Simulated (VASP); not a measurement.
Runs of VASP 6.6.1 on Zn. The structure is that of space group P6_3/mmc (No. 194), or close to it. The cells are those of the table. 

```tsv
task	cell	k mesh	cutoff (eV)	gap on the mesh (eV)	pressure (GPa)	relaxed volume (Å³/atom)
relaxation of cell and atoms	relaxed from a = 2.711, b = 2.711, c = 4.375 Å, angles 90.0, 90.0, 120.0°, 2 atoms	18 × 18 × 10	600	none	0.0	14.32
relaxation of cell and atoms	relaxed from a = 2.391, b = 2.391, c = 3.905 Å, angles 90.0, 90.0, 120.0°, 2 atoms	12 × 12 × 6	600	none	0.0	13.93
single point	a = 2.711, b = 2.711, c = 4.375 Å, angles 90.0, 90.0, 120.0°, 2 atoms	12 × 12 × 6	520	none	0.5	-
single point	a = 2.590, b = 2.590, c = 4.909 Å, angles 90.0, 90.0, 120.0°, 2 atoms	18 × 18 × 10	520	none	0.5	-
single point	a = 2.391, b = 2.391, c = 3.905 Å, angles 90.0, 90.0, 120.0°, 2 atoms	12 × 12 × 6	520	none	(a)	-
```

Alike in all rows: level PBEsol; potentials or basis VASP PAW PBE potentials, release 64 (Zn); no spin polarisation; smearing gaussian 0.1 eV.

Problem. Estimate the missing entries.

Solution. (a) 87.8.

Caveats: the PAW data sets were made with another functional, which shifts forces and pressure a little; the volume moved by over 15 % at a fixed basis, so the end points are rough (some runs).

A gap of «none» marks levels without a gap at the run's occupations.
